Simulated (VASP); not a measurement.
# Fe (P6_3/mmc) in VASP: a series of runs, part 2 of 3

VASP 6.6.1. The steps go on from the part before.

### 3 Electric field gradients, PBE (volume scaled by 0.96)

INCAR

```
SYSTEM = Fe
ALGO = Normal
EDIFF = 1E-8
ENCUT = 520
GGA = PE
ISIF = 2
ISMEAR = -1
LASPH = .True.
LCHARG = .False.
LEFG = .True.
LREAL = .False.
LWAVE = .False.
NBANDS = 15
NELM = 80
PREC = Accurate
SIGMA = 0.08
```

KPOINTS

```
k-points
0
Gamma
  17 17 10
  0 0 0
```

POSCAR

```
Fe
1.0
    2.4012595311      0.0000000000      0.0000000000
   -1.2006297656      2.0795517550      0.0000000000
    0.0000000000      0.0000000000      3.7900100715
Fe
2
Direct
    0.3333333333      0.6666666667      0.2500000000
    0.6666666667      0.3333333333      0.7500000000
```

Potentials or basis: VASP PAW PBE potentials, release 64 (Fe).

Launch:

```bash
cat potpaw_PBE.64/Fe/POTCAR > POTCAR
mpirun -np 1 vasp_std > vasp.out
```

OUTCAR:

```text
SYSTEM = Fe
   EDIFF = 1E-8
   ENCUT = 520
   GGA = PE
   ISIF = 2
   ISMEAR = -1
   LASPH = .True.
   LREAL = .False.
   NELM = 80
   PREC = Accurate

 ion  position               nearest neighbor table
   1  0.333  0.667  0.250-   2 2.35   2 2.35   2 2.35   2 2.35   2 2.35   2 2.35
   2  0.667  0.333  0.750-   1 2.35   1 2.35   1 2.35   1 2.35   1 2.35   1 2.35

  LATTYP: Found a hexagonal cell.
 ALAT       =     2.4012595311
 C/A-ratio  =     1.5783425417

  Lattice vectors:

 A1 = (   2.4012595311,   0.0000000000,   0.0000000000)
 A2 = (  -1.2006297656,   2.0795517550,   0.0000000000)
 A3 = (   0.0000000000,   0.0000000000,   3.7900100715)

Analysis of symmetry for initial positions (statically):
=====================================================================
 Subroutine PRICEL returns:
 Original cell was already a primitive cell.

 Routine SETGRP: Setting up the symmetry group for a
 hexagonal supercell.
[... 623 lines left out ...]
  volume of cell :       18.93
      direct lattice vectors                 reciprocal lattice vectors
     2.401259531  0.000000000  0.000000000     0.416448113  0.240436430  0.000000000
    -1.200629766  2.079551755  0.000000000     0.000000000  0.480872860  0.000000000
     0.000000000  0.000000000  3.790010071     0.000000000  0.000000000  0.263851542

 POSITION                                       TOTAL-FORCE (eV/Angst)
 -----------------------------------------------------------------------------------
     -0.00000      1.38637      0.94750        -0.000000     -0.000000      0.000000
      1.20063      0.69318      2.84251         0.000000      0.000000      0.000000
 -----------------------------------------------------------------------------------
    total drift:                                0.000000      0.000000     -0.000000

  FREE ENERGIE OF THE ION-ELECTRON SYSTEM (eV)
  ---------------------------------------------------
  free  energy   TOTEN  =       -16.2289397081 eV

  energy  without entropy=      -16.1784478082  energy(sigma->0) =      -16.20369376

 Electric field gradients (V/A^2)
---------------------------------------------------------------------
 ion       V_xx      V_yy      V_zz      V_xy      V_xz      V_yz
---------------------------------------------------------------------
   1       4.216     4.217    -8.432     0.001     0.000    -0.000
   2       4.216     4.217    -8.432     0.001    -0.000     0.000
---------------------------------------------------------------------

 Electric field gradients after diagonalization (V/A^2)
 (convention: |V_zz| > |V_xx| > |V_yy|)
----------------------------------------------------------------------
 ion       V_xx      V_yy      V_zz     asymmetry (V_yy - V_xx)/ V_zz
----------------------------------------------------------------------
   1       4.217     4.215    -8.432       0.000
   2       4.217     4.215    -8.432       0.000
----------------------------------------------------------------------

           NMR quadrupolar parameters

 Cq : quadrupolar parameter    Cq=e*Q*V_zz/h
 eta: asymmetry parameters     (V_yy - V_xx)/ V_zz
 Q  : nuclear electric quadrupole moment in mb (millibarn)
----------------------------------------------------------------------
 ion       Cq(MHz)       eta       Q (mb)
----------------------------------------------------------------------
   1      -0.020       0.000       1.000
   2      -0.020       0.000       1.000
----------------------------------------------------------------------
```

OSZICAR:

```text
N       E                     dE             d eps       ncg     rms          rms(c)
DAV:   1     0.773680237261E+02    0.77368E+02   -0.71936E+03  6028   0.145E+03
DAV:   2    -0.172813801581E+02   -0.94649E+02   -0.84258E+02  5940   0.247E+02
DAV:   3    -0.192443517063E+02   -0.19630E+01   -0.18911E+01  7263   0.515E+01
DAV:   4    -0.192564111528E+02   -0.12059E-01   -0.12058E-01  6962   0.350E+00
DAV:   5    -0.192565656358E+02   -0.15448E-03   -0.15448E-03  7431   0.388E-01    0.187E+01
DAV:   6    -0.164048957037E+02    0.28517E+01   -0.10536E+01  6661   0.711E+01    0.175E+00
DAV:   7    -0.162703561022E+02    0.13454E+00   -0.58608E-01  7186   0.151E+01    0.120E+00
DAV:   8    -0.162392369718E+02    0.31119E-01   -0.41346E-03  9024   0.960E-01    0.541E-01
DAV:   9    -0.162289701136E+02    0.10267E-01   -0.18658E-03  8905   0.500E-01    0.708E-02
DAV:  10    -0.162289434590E+02    0.26655E-04   -0.11706E-04  7772   0.187E-01    0.297E-02
DAV:  11    -0.162289379861E+02    0.54729E-05   -0.67124E-06  7942   0.583E-02    0.437E-03
DAV:  12    -0.162289391269E+02   -0.11408E-05   -0.35296E-07  6654   0.705E-03    0.194E-03
DAV:  13    -0.162289395928E+02   -0.46587E-06   -0.43134E-09  5078   0.107E-03    0.199E-04
DAV:  14    -0.162289397104E+02   -0.11760E-06   -0.14969E-09  3642   0.373E-04    0.533E-05
DAV:  15    -0.162289397081E+02    0.22555E-08   -0.19584E-10  3432   0.172E-04
   1 F= -.16228940E+02 E0= -.16203694E+02  d E =-.504919E-01
```

stdout:

```text
POSCAR found type information on POSCAR Fe
 POSCAR found :  1 types and       2 ions
 scaLAPACK will be used
 LDA part: xc-table for (Slater+PW92), standard interpolation
 POSCAR, INCAR and KPOINTS ok, starting setup
 FFT: planning ... GRIDC
 FFT: planning ... GRID_SOFT
 FFT: planning ... GRID
 WAVECAR not read
 entering main loop
ion   1

ion   2
```

Run time: 31 s. Hardware: 1 thread of Intel Xeon Platinum 8488C (Sapphire Rapids), shared host; peak memory 0.16 GiB.

What came out:

| Item | Value |
| --- | --- |
| Free energy | -16.2289 eV |
| Pressure | 25.1 GPa |
| Band gap on the k mesh | zero (band 8 reaches 8.71 eV, above the bottom of band 9 at 6.69 eV) |

Electric field gradients, principal values (V/Å²):
```
atom  least  middle  greatest (by size)
1 Fe  4.215   4.217              -8.432
2 Fe  4.215   4.217              -8.432
```

Caveat: without QUAD_EFG the Cq values of the log hold for a quadrupole moment of 1 mb, not for the nuclei; the run has no spin polarisation, though such a crystal can be magnetic. Spin polarisation is off, so any magnetic state and its effect on volume and gap are missing.

### 4 Electric field gradients, PBE (volume scaled by 0.96)

INCAR

```
PREC     = Accurate       # precision mode
ENCUT    = 520            # plane-wave cutoff, eV
EDIFF    = 1E-8           # SCF threshold, eV
ISMEAR   = -1             # smearing method
SIGMA    = 0.08           # smearing width, eV
LREAL    = F              # projectors in reciprocal space
LASPH    = T              # aspherical terms in the spheres
NELM     = 80             # most SCF steps
ALGO     = Normal         # electronic algorithm
ISIF     = 2              # what is computed and relaxed
LWAVE    = F              # write WAVECAR
LCHARG   = F              # write CHGCAR
GGA      = PE             # functional
LEFG     = T            
NBANDS   = 15             # bands
```

KPOINTS

```
regular mesh
0
Gamma
  17 17 10
```

POSCAR is that of step 3.

Potentials or basis: VASP PAW PBE potentials, release 64 (Fe).

Launch:

```bash
cat potpaw_PBE.64/Fe/POTCAR > POTCAR
mpirun -np 1 vasp_std > vasp.out
```

OUTCAR:

```text
PREC = Accurate
   ENCUT = 520
   EDIFF = 1E-8
   ISMEAR = -1
   LREAL = F
   LASPH = T
   NELM = 80
   ISIF = 2
   GGA = PE

 ion  position               nearest neighbor table
   1  0.333  0.667  0.250-   2 2.35   2 2.35   2 2.35   2 2.35   2 2.35   2 2.35
   2  0.667  0.333  0.750-   1 2.35   1 2.35   1 2.35   1 2.35   1 2.35   1 2.35

  LATTYP: Found a hexagonal cell.
 ALAT       =     2.4012595311
 C/A-ratio  =     1.5783425417

  Lattice vectors:

 A1 = (   2.4012595311,   0.0000000000,   0.0000000000)
 A2 = (  -1.2006297656,   2.0795517550,   0.0000000000)
 A3 = (   0.0000000000,   0.0000000000,   3.7900100715)

Analysis of symmetry for initial positions (statically):
=====================================================================
 Subroutine PRICEL returns:
 Original cell was already a primitive cell.

 Routine SETGRP: Setting up the symmetry group for a
 hexagonal supercell.

 Subroutine GETGRP returns: Found 24 space group operations
 (whereof 12 operations were pure point group operations)
 out of a pool of 24 trial point group operations.

The static configuration has the point symmetry D_3d.
 The point group associated with its full space group is D_6h.

Analysis of symmetry for dynamics (positions and initial velocities):
=====================================================================
 Subroutine PRICEL returns:
 Original cell was already a primitive cell.

 Routine SETGRP: Setting up the symmetry group for a
 hexagonal supercell.

 Subroutine GETGRP returns: Found 24 space group operations
 (whereof 12 operations were pure point group operations)
 out of a pool of 24 trial point group operations.
[... 578 lines left out ...]
      6       6.1216      2.00000
      7       6.5535      2.00000
      8       7.2673      1.99700
      9       7.9038      0.37859
     10       8.4952      0.00029
     11       8.8159      0.00001
     12      15.6495      0.00000
     13      17.7277      0.00000
     14      21.9543      0.00000
     15      22.8615      0.00000

 [... further k-points ...]

------------------------ aborting loop because EDIFF is reached ----------------------------------------

  FORCE on cell =-STRESS in cart. coord.  units (eV):
  Direction    XX          YY          ZZ          XY          YZ          ZX
  --------------------------------------------------------------------------------------
  -------------------------------------------------------------------------------------
  Total        2.8897295      2.8897295      3.1020940     -0.0000000      0.0000000      0.0000000
  in kB      244.6349890    244.6349890    262.6130694     -0.0000000      0.0000000      0.0000000
  external PRESSURE =     250.6276825 kB  Pullay stress =       0.0000000 kB

 VOLUME and BASIS-vectors are now :
 -----------------------------------------------------------------------------
  energy-cutoff  :      520.00
  volume of cell :       18.93
      direct lattice vectors                 reciprocal lattice vectors
     2.401259531  0.000000000  0.000000000     0.416448113  0.240436430  0.000000000
    -1.200629766  2.079551755  0.000000000     0.000000000  0.480872860  0.000000000
     0.000000000  0.000000000  3.790010071     0.000000000  0.000000000  0.263851542

 POSITION                                       TOTAL-FORCE (eV/Angst)
 -----------------------------------------------------------------------------------
     -0.00000      1.38637      0.94750        -0.000000     -0.000000      0.000000
      1.20063      0.69318      2.84251         0.000000      0.000000      0.000000
 -----------------------------------------------------------------------------------
    total drift:                                0.000000      0.000000     -0.000000

  FREE ENERGIE OF THE ION-ELECTRON SYSTEM (eV)
  ---------------------------------------------------
  free  energy   TOTEN  =       -16.2289397081 eV

  energy  without entropy=      -16.1784478082  energy(sigma->0) =      -16.20369376

 Electric field gradients (V/A^2)
---------------------------------------------------------------------
 ion       V_xx      V_yy      V_zz      V_xy      V_xz      V_yz
---------------------------------------------------------------------
   1       4.216     4.217    -8.432     0.001     0.000    -0.000
   2       4.216     4.217    -8.432     0.001    -0.000     0.000
---------------------------------------------------------------------

 Electric field gradients after diagonalization (V/A^2)
 (convention: |V_zz| > |V_xx| > |V_yy|)
----------------------------------------------------------------------
 ion       V_xx      V_yy      V_zz     asymmetry (V_yy - V_xx)/ V_zz
----------------------------------------------------------------------
   1       4.217     4.215    -8.432       0.000
   2       4.217     4.215    -8.432       0.000
----------------------------------------------------------------------

           NMR quadrupolar parameters

 Cq : quadrupolar parameter    Cq=e*Q*V_zz/h
 eta: asymmetry parameters     (V_yy - V_xx)/ V_zz
 Q  : nuclear electric quadrupole moment in mb (millibarn)
----------------------------------------------------------------------
 ion       Cq(MHz)       eta       Q (mb)
----------------------------------------------------------------------
   1      -0.020       0.000       1.000
   2      -0.020       0.000       1.000
----------------------------------------------------------------------
```

OSZICAR:

```text
N       E                     dE             d eps       ncg     rms          rms(c)
DAV:   1     0.773680237261E+02    0.77368E+02   -0.71936E+03  6028   0.145E+03
DAV:   2    -0.172813801581E+02   -0.94649E+02   -0.84258E+02  5940   0.247E+02
DAV:   3    -0.192443517063E+02   -0.19630E+01   -0.18911E+01  7263   0.515E+01
DAV:   4    -0.192564111528E+02   -0.12059E-01   -0.12058E-01  6962   0.350E+00
DAV:   5    -0.192565656358E+02   -0.15448E-03   -0.15448E-03  7431   0.388E-01    0.187E+01
DAV:   6    -0.164048957037E+02    0.28517E+01   -0.10536E+01  6661   0.711E+01    0.175E+00
DAV:   7    -0.162703561022E+02    0.13454E+00   -0.58608E-01  7186   0.151E+01    0.120E+00
DAV:   8    -0.162392369718E+02    0.31119E-01   -0.41346E-03  9024   0.960E-01    0.541E-01
DAV:   9    -0.162289701136E+02    0.10267E-01   -0.18658E-03  8905   0.500E-01    0.708E-02
DAV:  10    -0.162289434590E+02    0.26655E-04   -0.11706E-04  7772   0.187E-01    0.297E-02
DAV:  11    -0.162289379861E+02    0.54729E-05   -0.67124E-06  7942   0.583E-02    0.437E-03
DAV:  12    -0.162289391269E+02   -0.11408E-05   -0.35296E-07  6654   0.705E-03    0.194E-03
DAV:  13    -0.162289395928E+02   -0.46587E-06   -0.43134E-09  5078   0.107E-03    0.199E-04
DAV:  14    -0.162289397104E+02   -0.11760E-06   -0.14969E-09  3642   0.373E-04    0.533E-05
DAV:  15    -0.162289397081E+02    0.22555E-08   -0.19584E-10  3432   0.172E-04
   1 F= -.16228940E+02 E0= -.16203694E+02  d E =-.504919E-01
```

It took 31 s on 1 thread of Intel Xeon Platinum 8488C (Sapphire Rapids), shared host; peak memory 0.16 GiB.

What came out:

* Free energy: -16.2289 eV
* Pressure: 25.1 GPa
* Band gap on the k mesh: zero (band 8 reaches 8.71 eV, above the bottom of band 9 at 6.69 eV)

Electric field gradients, principal values (V/Å²):
| atom | least | middle | greatest (by size) |
| --- | --- | --- | --- |
| 1 Fe | 4.215 | 4.217 | -8.432 |
| 2 Fe | 4.215 | 4.217 | -8.432 |

Caveat: without QUAD_EFG the Cq values of the log hold for a quadrupole moment of 1 mb, not for the nuclei; the run has no spin polarisation, though such a crystal can be magnetic. Spin polarisation is off, so any magnetic state and its effect on volume and gap are missing.

### 5 Electric field gradients, PBE (volume scaled by 0.98)

INCAR

```
ALGO = Normal
EDIFF = 1E-8
ENCUT = 520
GGA = PE
ISIF = 2
ISMEAR = -1
LASPH = True
LCHARG = False
LEFG = True
LREAL = False
LWAVE = False
NBANDS = 15
NELM = 100
PREC = Accurate
SIGMA = 0.08
```

KPOINTS

```
k-points
0
Gamma
  17 17 10
```

POSCAR

```
Fe
1.0
    2.4178204650      0.0000000000      0.0000000000
   -1.2089102325      2.0938939445      0.0000000000
    0.0000000000      0.0000000000      3.8161488980
Fe
2
Direct
    0.3333333333      0.6666666667      0.2500000000
    0.6666666667      0.3333333333      0.7500000000
```

Potentials or basis: VASP PAW PBE potentials, release 64 (Fe).

Launch:

```bash
cat potpaw_PBE.64/Fe/POTCAR > POTCAR
mpirun -np 1 vasp_std > vasp.out
```

OUTCAR:

```text
EDIFF = 1E-8
   ENCUT = 520
   GGA = PE
   ISIF = 2
   ISMEAR = -1
   LASPH = True
   LREAL = False
   NELM = 100
   PREC = Accurate

 ion  position               nearest neighbor table
   1  0.333  0.667  0.250-   2 2.36   2 2.36   2 2.36   2 2.36   2 2.36   2 2.36
   2  0.667  0.333  0.750-   1 2.36   1 2.36   1 2.36   1 2.36   1 2.36   1 2.36

  LATTYP: Found a hexagonal cell.
 ALAT       =     2.4178204650
 C/A-ratio  =     1.5783425417

  Lattice vectors:

 A1 = (   2.4178204650,   0.0000000000,   0.0000000000)
[... 647 lines left out ...]
  ---------------------------------------------------
  free  energy   TOTEN  =       -16.2807090139 eV

  energy  without entropy=      -16.2287352008  energy(sigma->0) =      -16.25472211

 Electric field gradients (V/A^2)
---------------------------------------------------------------------
 ion       V_xx      V_yy      V_zz      V_xy      V_xz      V_yz
---------------------------------------------------------------------
   1       4.061     4.061    -8.122     0.001     0.000    -0.000
   2       4.061     4.061    -8.122     0.001    -0.000     0.000
---------------------------------------------------------------------

 Electric field gradients after diagonalization (V/A^2)
 (convention: |V_zz| > |V_xx| > |V_yy|)
----------------------------------------------------------------------
 ion       V_xx      V_yy      V_zz     asymmetry (V_yy - V_xx)/ V_zz
----------------------------------------------------------------------
   1       4.062     4.060    -8.122       0.000
   2       4.062     4.060    -8.122       0.000
----------------------------------------------------------------------

           NMR quadrupolar parameters

 Cq : quadrupolar parameter    Cq=e*Q*V_zz/h
 eta: asymmetry parameters     (V_yy - V_xx)/ V_zz
 Q  : nuclear electric quadrupole moment in mb (millibarn)
----------------------------------------------------------------------
 ion       Cq(MHz)       eta       Q (mb)
----------------------------------------------------------------------
   1      -0.020       0.000       1.000
   2      -0.020       0.000       1.000
----------------------------------------------------------------------
```

It took 32 s on 1 thread of Intel Xeon Platinum 8488C (Sapphire Rapids), shared host; peak memory 0.16 GiB.

Results:

* Free energy: -16.2807 eV
* Pressure: 17.2 GPa
* Band gap on the k mesh: zero (band 8 reaches 8.43 eV, above the bottom of band 9 at 6.47 eV)

Levels at points of the mesh, in eV from the Fermi level:
```tsv
k point	band 5	band 6	band 7	band 8	band 9	band 10	band 11	band 12
(0.00, 0.00, 0.00)	-1.64	-1.28	-1.28	-0.92	-0.92	0.58	0.76	0.76
(0.00, 0.00, 0.50)	-1.92	-1.92	-1.92	-1.92	0.35	0.35	0.35	0.35
```

Electric field gradients, principal values (V/Å²):
```tsv
atom	least	middle	greatest (by size)
1 Fe	4.060	4.062	-8.122
2 Fe	4.060	4.062	-8.122
```

Caveat: without QUAD_EFG the Cq values of the log hold for a quadrupole moment of 1 mb, not for the nuclei; the run has no spin polarisation, though such a crystal can be magnetic. Spin polarisation is off, so any magnetic state and its effect on volume and gap are missing.

(Continued in part 3 of 3.)
